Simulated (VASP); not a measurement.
# SiO2 (I4/mmm) in VASP: a series of runs, part 2 of 2

VASP 6.6.1. Earlier steps stand in the parts before.

**3. Single point, PBE (18.91 Å³/atom)**

This run uses another cell than the first one, of 18.91 Å³/atom.

Input file INCAR:

```
PREC     = Accurate       # precision mode
ENCUT    = 520            # plane-wave cutoff, eV
EDIFF    = 1E-7           # SCF threshold, eV
ISMEAR   = 0              # smearing method
SIGMA    = 0.02           # smearing width, eV
LREAL    = F              # projectors in reciprocal space
LASPH    = T              # aspherical terms in the spheres
NELM     = 80             # most SCF steps
ALGO     = Normal         # electronic algorithm
ISIF     = 2              # what is computed and relaxed
LWAVE    = F              # write WAVECAR
LCHARG   = T              # write CHGCAR
GGA      = PE             # functional
LELF     = T              # ELF
LVHAR    = T            
NBANDS   = 44             # bands
```

Input file KPOINTS:

```
Automatic mesh
0
Gamma
  6 6 6
```

Input file POSCAR:

```
SiO2
1.0
   -4.6097227460      4.6097227460      2.6694674505
    4.6097227460     -4.6097227460      2.6694674505
    4.6097227460      4.6097227460     -2.6694674505
Si O
4 8
Direct
    0.1762640755      0.1762640755      0.3525281510
    0.8237359245      0.1762640755      0.0000000000
    0.1762640755      0.8237359245      0.0000000000
    0.8237359245      0.8237359245      0.6474718490
    0.5000000000      0.5000000000      0.5000000000
    0.0000000000      0.5000000000      0.0000000000
    0.5000000000      0.0000000000      0.0000000000
    0.0000000000      0.0000000000      0.5000000000
    0.0000000000      0.2054926287      0.2054926287
    0.7945073713      0.0000000000      0.7945073713
    0.2054926287      0.0000000000      0.2054926287
    0.0000000000      0.7945073713      0.7945073713
```

Potentials or basis: VASP PAW PBE potentials, release 64 (Si, O).

Command:

```console
cat potpaw_PBE.64/Si/POTCAR potpaw_PBE.64/O/POTCAR > POTCAR
mpirun -np 1 vasp_std > vasp.out
```

OUTCAR:

```text
PREC = Accurate
   ENCUT = 520
   EDIFF = 1E-7
   ISMEAR = 0
   LREAL = F
   LASPH = T
   NELM = 80
   ISIF = 2
   GGA = PE

 ion  position               nearest neighbor table
   1  0.176  0.176  0.353-   5 1.64   8 1.64   9 1.65  11 1.65
   2  0.824  0.176  0.000-   6 1.64   7 1.64   9 1.65  10 1.65
   3  0.176  0.824  0.000-   6 1.64   7 1.64  11 1.65  12 1.65
   4  0.824  0.824  0.647-   5 1.64   8 1.64  10 1.65  12 1.65
   5  0.500  0.500  0.500-   1 1.64   4 1.64
   6  0.000  0.500  0.000-   2 1.64   3 1.64
   7  0.500  0.000  0.000-   2 1.64   3 1.64
   8  0.000  0.000  0.500-   1 1.64   4 1.64
   9  0.000  0.205  0.205-   2 1.65   1 1.65
  10  0.795  0.000  0.795-   2 1.65   4 1.65
  11  0.205  0.000  0.205-   3 1.65   1 1.65
  12  0.000  0.795  0.795-   3 1.65   4 1.65

  LATTYP: Found a body centered tetragonal cell.
 ALAT       =     9.2194454920
 C/A-ratio  =     0.5790950123

  Lattice vectors:

 A1 = (  -4.6097227460,   4.6097227460,   2.6694674505)
 A2 = (   4.6097227460,  -4.6097227460,   2.6694674505)
 A3 = (   4.6097227460,   4.6097227460,  -2.6694674505)

Analysis of symmetry for initial positions (statically):
=====================================================================
 Subroutine PRICEL returns:
 Original cell was already a primitive cell.

 Routine SETGRP: Setting up the symmetry group for a
 body centered tetragonal supercell.

 Subroutine GETGRP returns: Found 16 space group operations
 (whereof 16 operations were pure point group operations)
 out of a pool of 16 trial point group operations.

The static configuration has the point symmetry D_4h.

Analysis of symmetry for dynamics (positions and initial velocities):
=====================================================================
 Subroutine PRICEL returns:
[... 152 lines left out ...]
  Thomas-Fermi vector in A             =   2.209440
   LORBIT       =      0    0 simple, 1 ext, 2 COOP (PROOUT), +10 PAW based schemes
   GGA     = PE    functional components
   LHFCALC =     F    Hartree Fock is set to
   AEXX    =    0.0000 exact exchange contribution
   IVDW    =     0    specifies the selected vdW correction
   LEPSILON=     F    determine dielectric tensor
   LRPA    =     F    only Hartree local field effects (RPA)
 non-spin polarized calculation
 Gauss-broadening in eV      SIGMA  =   0.02
  energy-cutoff  :      520.00
  volume of cell :      226.90
 maximum number of plane-waves:      6174
 NGX is ok and might be reduce to    54
   NGX = 27   NGY = 27   NGZ = 27

 number of electron      63.9999980 magnetization

 Free energy of the ion-electron system (eV)
  ---------------------------------------------------
  ext. energy  EPLUGINS =         0.00000000
  ---------------------------------------------------
  free energy    TOTEN  =       -94.59401652 eV

  energy without entropy =      -94.59401652  energy(sigma->0) =      -94.59401652

 E-fermi :  -1.3987     XC(G=0):  -7.0580

 val. band max:       -1.5386087579   @ k =   0.5000   0.5000   0.5000
 cond. band min:       3.5273069457   @ k =   0.0000   0.0000   0.0000
 fundamental gap:      5.0659157037
 Fermi energy:        -1.3986698939

 k-point     1 :       0.0000    0.0000    0.0000
  band No.  band energies     occupation
      1     -20.6148      2.00000
      2     -19.8260      2.00000
      3     -19.3439      2.00000
      4     -19.3439      2.00000
      5     -18.8335      2.00000
      6     -18.7501      2.00000
[... 1117 lines left out ...]
     43       9.0006      0.00000
     44       9.1135      0.00000

 [... further k-points ...]
[... 5 lines left out ...]
  --------------------------------------------------------------------------------------
  -------------------------------------------------------------------------------------
  Total       -9.4764326     -9.4764326     -9.6317617      0.0000000      0.0000000      0.0000000
  in kB      -66.9146529    -66.9146529    -68.0114568      0.0000000      0.0000000      0.0000000
  external PRESSURE =     -67.2802542 kB  Pullay stress =       0.0000000 kB

 VOLUME and BASIS-vectors are now :
 -----------------------------------------------------------------------------
  energy-cutoff  :      520.00
  volume of cell :      226.90
      direct lattice vectors                 reciprocal lattice vectors
    -4.609722746  4.609722746  2.669467451     0.000000000  0.108466393  0.187303277
     4.609722746 -4.609722746  2.669467451     0.108466393  0.000000000  0.187303277
     4.609722746  4.609722746 -2.669467451     0.108466393  0.108466393  0.000000000

 POSITION                                       TOTAL-FORCE (eV/Angst)
 -----------------------------------------------------------------------------------
      1.62506      1.62506      0.00000         0.022439      0.022439      0.000000
     -2.98467      2.98467      2.66947         0.022439     -0.022439     -0.000000
      2.98467     -2.98467      2.66947        -0.022439      0.022439     -0.000000
      2.98467      2.98467      2.66947        -0.022439     -0.022439     -0.000000
      2.30486      2.30486      1.33473        -0.000000      0.000000     -0.000000
      2.30486     -2.30486      1.33473        -0.000000      0.000000     -0.000000
     -2.30486      2.30486      1.33473        -0.000000      0.000000     -0.000000
      2.30486      2.30486     -1.33473        -0.000000      0.000000     -0.000000
      1.89453      0.00000      0.00000        -0.006696      0.000000     -0.000000
      0.00000      7.32492      0.00000        -0.000000      0.006696     -0.000000
      0.00000      1.89453      0.00000        -0.000000     -0.006696     -0.000000
      7.32492      0.00000      0.00000         0.006696      0.000000     -0.000000
 -----------------------------------------------------------------------------------
    total drift:                               -0.000000     -0.000000      0.000000

  FREE ENERGIE OF THE ION-ELECTRON SYSTEM (eV)
  ---------------------------------------------------
  free  energy   TOTEN  =       -94.5940165171 eV

  energy  without entropy=      -94.5940165171  energy(sigma->0) =      -94.59401652
```

OSZICAR:

```text
N       E                     dE             d eps       ncg     rms          rms(c)
DAV:   1     0.460267116839E+03    0.46027E+03   -0.30976E+04  2648   0.128E+03
DAV:   2    -0.619351657079E+02   -0.52220E+03   -0.50320E+03  3488   0.307E+02
DAV:   3    -0.106888706517E+03   -0.44954E+02   -0.44696E+02  3248   0.967E+01
DAV:   4    -0.107610491908E+03   -0.72179E+00   -0.72019E+00  3304   0.135E+01
DAV:   5    -0.107625621831E+03   -0.15130E-01   -0.15117E-01  3244   0.188E+00    0.278E+01
DAV:   6    -0.946082147863E+02    0.13017E+02   -0.52929E+01  3120   0.325E+01    0.126E+01
DAV:   7    -0.946220574263E+02   -0.13843E-01   -0.14791E+00  3108   0.491E+00    0.475E+00
DAV:   8    -0.945913857772E+02    0.30672E-01   -0.60353E-02  3312   0.154E+00    0.189E+00
DAV:   9    -0.945907691304E+02    0.61665E-03   -0.43189E-02  3280   0.123E+00    0.425E-01
DAV:  10    -0.945946131323E+02   -0.38440E-02   -0.74794E-03  2852   0.389E-01    0.173E-01
DAV:  11    -0.945940849387E+02    0.52819E-03   -0.32918E-03  2944   0.286E-01    0.590E-02
DAV:  12    -0.945940384941E+02    0.46445E-04   -0.11184E-04  3316   0.580E-02    0.386E-02
DAV:  13    -0.945940213335E+02    0.17161E-04   -0.28512E-05  2904   0.273E-02    0.118E-02
DAV:  14    -0.945940165297E+02    0.48038E-05   -0.49978E-06  2936   0.112E-02    0.430E-03
DAV:  15    -0.945940165171E+02    0.12528E-07   -0.28175E-07  2744   0.299E-03
   1 F= -.94594017E+02 E0= -.94594017E+02  d E =-.102497E-24
```

stdout:

```text
POSCAR found type information on POSCAR SiO
 POSCAR found :  2 types and      12 ions
 scaLAPACK will be used
 LDA part: xc-table for (Slater+PW92), standard interpolation
 POSCAR, INCAR and KPOINTS ok, starting setup
 FFT: planning ... GRIDC
 FFT: planning ... GRID_SOFT
 FFT: planning ... GRID
 WAVECAR not read
 entering main loop
```

Run time: 4.5 min. Hardware: 1 thread of AMD EPYC 9R45 (Zen 5), shared host; peak memory 0.45 GiB.

What came out:

```
Free energy            : -94.5940 eV
Pressure               : -6.7 GPa
Largest force          : 0.032 eV/Å
Band gap on the k mesh : 5.07 eV
```

Forces in eV/Å, atoms in the order of the input:
```
Si   0.022  0.022  0.000
Si   0.022 -0.022  0.000
Si  -0.022  0.022  0.000
Si  -0.022 -0.022  0.000
O    0.000  0.000  0.000
O    0.000  0.000  0.000
O    0.000  0.000  0.000
O    0.000  0.000  0.000
O   -0.007  0.000  0.000
O    0.000  0.007  0.000
O    0.000 -0.007  0.000
O    0.007  0.000  0.000
```

Stress tensor (GPa, compression positive):
```
-6.69  0.00  0.00
 0.00 -6.69  0.00
 0.00  0.00 -6.80
```

Levels at points of the mesh, in eV from the valence-band top:
| k point | band 28 | band 29 | band 30 | band 31 | band 32 | band 33 | band 34 | band 35 | band 36 | band 37 |
| --- | --- | --- | --- | --- | --- | --- | --- | --- | --- | --- |
| (0.00, 0.00, 0.00) | -1.24 | -0.69 | -0.55 | -0.03 | 0.00 | 5.07 | 7.75 | 7.93 | 8.31 | 8.79 |
| (0.50, 0.00, 0.00) | -1.03 | -1.01 | -0.73 | -0.56 | -0.18 | 7.07 | 7.57 | 8.10 | 8.41 | 8.86 |
| (0.50, 0.50, 0.00) | -0.70 | -0.42 | -0.31 | -0.30 | -0.19 | 6.20 | 6.60 | 8.08 | 8.32 | 8.63 |
| (0.50, 0.50, 0.50) | -0.89 | -0.89 | -0.11 | 0.00 | 0.00 | 6.86 | 6.86 | 7.51 | 7.88 | 8.34 |

Caveat: the cell stands under tension.

**4. Single point, PBE (19.62 Å³/atom)**

This run uses another cell than the first one, of 19.62 Å³/atom.

Input file INCAR:

```
PREC = Accurate
ENCUT = 520
EDIFF = 1E-6
ISMEAR = 0
SIGMA = 0.02
LREAL = False
LASPH = True
NELM = 100
ALGO = Normal
ISIF = 2
LWAVE = False
LCHARG = False
GGA = PE
NBANDS = 44
```

KPOINTS is that of step 3.

Input file POSCAR:

```
SiO2
1.0
   -4.6742319047      4.6742319047      2.6942664889
    4.6742319047     -4.6742319047      2.6942664889
    4.6742319047      4.6742319047     -2.6942664889
Si O
4 8
Direct
    0.1759235388      0.1759235388      0.3518470777
    0.8240764612      0.1759235388      0.0000000000
    0.1759235388      0.8240764612      0.0000000000
    0.8240764612      0.8240764612      0.6481529223
    0.5000000000      0.5000000000      0.5000000000
    0.0000000000      0.5000000000      0.0000000000
    0.5000000000      0.0000000000      0.0000000000
    0.0000000000      0.0000000000      0.5000000000
    0.0000000000      0.2033608740      0.2033608740
    0.7966391260      0.0000000000      0.7966391260
    0.2033608740      0.0000000000      0.2033608740
    0.0000000000      0.7966391260      0.7966391260
```

Command:

```console
cat potpaw_PBE.64/Si/POTCAR potpaw_PBE.64/O/POTCAR > POTCAR
mpirun -np 1 vasp_std > vasp.out
```

Wall time 4.4 min (1 thread of AMD EPYC 9R45 (Zen 5), shared host); peak memory 0.46 GiB.

It converged, with:

| Property | Result |
| --- | --- |
| Free energy | -94.1440 eV |
| Pressure | -10.3 GPa |
| Largest force | 0.026 eV/Å |
| Band gap on the k mesh | 4.78 eV |

Forces in eV/Å, atoms in the order of the input:
```
Si   0.018  0.018  0.000
Si   0.018 -0.018  0.000
Si  -0.018  0.018  0.000
Si  -0.018 -0.018  0.000
O    0.000  0.000  0.000
O    0.000  0.000  0.000
O    0.000  0.000  0.000
O    0.000  0.000  0.000
O    0.000  0.000  0.000
O    0.000  0.000  0.000
O    0.000  0.000  0.000
O    0.000  0.000  0.000
```

Stress tensor (GPa, compression positive):
```
-10.25   0.00   0.00
  0.00 -10.25   0.00
  0.00   0.00 -10.40
```

Levels at points of the mesh, in eV from the valence-band top:
```tsv
k point	band 28	band 29	band 30	band 31	band 32	band 33	band 34	band 35	band 36	band 37
(0.00, 0.00, 0.00)	-1.18	-0.63	-0.51	-0.05	0.00	4.78	7.42	7.56	8.21	8.56
(0.50, 0.00, 0.00)	-1.00	-0.98	-0.72	-0.55	-0.15	6.71	7.43	7.70	8.29	8.67
(0.50, 0.50, 0.00)	-0.69	-0.41	-0.29	-0.26	-0.17	5.90	6.33	7.85	8.02	8.27
(0.50, 0.50, 0.50)	-0.85	-0.85	-0.07	-0.01	-0.01	6.43	6.43	7.44	7.79	8.16
```

Caveat: the cell stands under tension.

**5. Relaxation of cell and atoms, PBE, target pressure -1 GPa, at which the enthalpy is minimised**

This run uses another cell than the first one, of 18.01 Å³/atom.

Input file INCAR:

```
SYSTEM = SiO2
ALGO = Normal
EDIFF = 1E-6
EDIFFG = -0.008
ENCUT = 600
GGA = PE
IBRION = 2
ISIF = 3
ISMEAR = 0
LASPH = .TRUE.
LCHARG = .FALSE.
LREAL = .FALSE.
LWAVE = .FALSE.
NELM = 80
NSW = 70
PREC = Accurate
PSTRESS = -10.0
SIGMA = 0.02
```

Input file KPOINTS:

```
k-points
0
G
  6 6 6
  0 0 0
```

Input file POSCAR:

```
SiO2
1.0
   -4.5195111229      4.5195111229      2.6448540095
    4.5195111229     -4.5195111229      2.6448540095
    4.5195111229      4.5195111229     -2.6448540095
Si O
4 8
Direct
    0.1769304070      0.1769304070      0.3538608140
    0.8230695930      0.1769304070      0.0000000000
    0.1769304070      0.8230695930      0.0000000000
    0.8230695930      0.8230695930      0.6461391860
    0.5000000000      0.5000000000      0.5000000000
    0.0000000000      0.5000000000      0.0000000000
    0.5000000000      0.0000000000      0.0000000000
    0.0000000000      0.0000000000      0.5000000000
    0.0000000000      0.2094528991      0.2094528991
    0.7905471009      0.0000000000      0.7905471009
    0.2094528991      0.0000000000      0.2094528991
    0.0000000000      0.7905471009      0.7905471009
```

Command:

```console
cat potpaw_PBE.64/Si/POTCAR potpaw_PBE.64/O/POTCAR > POTCAR
mpirun -np 1 vasp_std > vasp.out
```

It took 28 min on 1 thread of Oxide Virtual Turin-like, shared host; peak memory 0.55 GiB.

It converged, with:

```yaml
Free_energy: -94.8925 eV
Relaxed_volume: 17.95 Å³/atom
Relaxed_cell: a = 6.911 Å, b = 6.911 Å, c = 6.911 Å, α = 98.40°, β = 98.40°, γ = 135.06°
Space_group_after_relaxing_to_0.1_Å: I4/mmm (No. 139)
Energy_change_on_relaxing_the_run_minimises_the_enthalpy: -0.5 meV/atom
Ionic_steps: 6
Pressure_after_relaxing: -1.0 GPa
Band_gap_on_the_k_mesh: 5.34 eV
```

Forces in eV/Å, atoms in the order of the input:
```
Si  -0.002 -0.002  0.000
Si  -0.002  0.002  0.000
Si   0.002 -0.002  0.000
Si   0.002  0.002  0.000
O    0.000  0.000  0.000
O    0.000  0.000  0.000
O    0.000  0.000  0.000
O    0.000  0.000  0.000
O   -0.001  0.000  0.000
O    0.000  0.001  0.000
O    0.000 -0.001  0.000
O    0.001  0.000  0.000
```

Stress tensor (GPa, compression positive):
```
-0.97  0.00  0.00
 0.00 -0.97  0.00
 0.00  0.00 -1.06
```

Step by step:
```tsv
step	energy change (eV)	largest force (eV/Å)	pressure (GPa)	volume (Å³)
1	0.0000	0.0668	-1.49	216.09
2	-0.0103	0.0407	-0.36	214.36
3	-0.0064	0.0308	-0.97	215.30
4	-0.0062	0.0163	-0.98	215.35
5	-0.0060	0.0244	-0.98	215.39
6	-0.0058	0.0029	-1.00	215.44
```

Final structure:
```yaml
crystal:
  lattice:
    - [-4.51563, 4.51563, 2.64133]
    - [4.51563, -4.51563, 2.64133]
    - [4.51563, 4.51563, -2.64133]
  atoms:
    - { symbol: Si, position: [0.17693, 0.17693, 0.35385] }
    - { symbol: Si, position: [0.82307, 0.17693, 0.00000] }
    - { symbol: Si, position: [0.17693, 0.82307, 0.00000] }
    - { symbol: Si, position: [0.82307, 0.82307, 0.64615] }
    - { symbol: O, position: [0.50000, 0.50000, 0.50000] }
    - { symbol: O, position: [0.00000, 0.50000, 0.00000] }
    - { symbol: O, position: [0.50000, 0.00000, 0.00000] }
    - { symbol: O, position: [0.00000, 0.00000, 0.50000] }
    - { symbol: O, position: [0.00000, 0.20893, 0.20893] }
    - { symbol: O, position: [0.79107, 0.00000, 0.79107] }
    - { symbol: O, position: [0.20893, 0.00000, 0.20893] }
    - { symbol: O, position: [0.00000, 0.79107, 0.79107] }
```

Levels at points of the mesh, in eV from the valence-band top:
```tsv
k point	band 28	band 29	band 30	band 31	band 32	band 33	band 34	band 35	band 36	band 37
(0.00, 0.00, 0.00)	-1.32	-0.79	-0.65	-0.01	0.00	5.34	8.22	8.35	8.56	9.06
(0.50, 0.00, 0.00)	-1.09	-1.06	-0.74	-0.56	-0.24	7.47	7.68	8.57	8.64	9.13
(0.50, 0.50, 0.00)	-0.72	-0.43	-0.36	-0.36	-0.23	6.48	6.86	8.44	8.70	9.18
(0.50, 0.50, 0.50)	-0.97	-0.97	-0.17	0.00	0.00	7.38	7.38	7.57	8.01	8.56
```

Caveat: the cell is relaxed towards a set pressure, so the run minimises the enthalpy, not the energy. A k mesh can miss the band edges.

**6. Summary**

| task | cell | cutoff (eV) | gap on the mesh (eV) | pressure (GPa) | largest force (eV/Å) |
| --- | --- | --- | --- | --- | --- |
| single point | a = 6.971 Å, angles 98.3, 98.3, 135.3°, 12 atoms, atomic positions A | 520 | 5.23 | -3.6 | 0.01 |
| single point | a = 7.045 Å, angles 98.3, 98.3, 135.5°, 12 atoms, atomic positions B | 520 | 5.07 | -6.7 | 0.03 |
| single point | a = 7.138 Å, angles 98.2, 98.2, 135.7°, 12 atoms, atomic positions C | 520 | 4.78 | -10.3 | 0.03 |
| relaxation of cell and atoms | relaxed to -1 GPa from a = 6.917 Å, angles 98.4, 98.4, 135.0°, 12 atoms, atomic positions D | 600 | 5.34 | -1.0 | - |

Alike in all rows: level PBE; potentials or basis VASP PAW PBE potentials, release 64 (Si, O); no spin polarisation; k mesh 6 × 6 × 6; smearing gaussian 0.02 eV.

Caveats: the cell stands under tension (at least some runs); the cell is relaxed towards a set pressure, so the run minimises the enthalpy, not the energy (at least some runs).

Absolute energies hang on the potentials; compare differences alone.
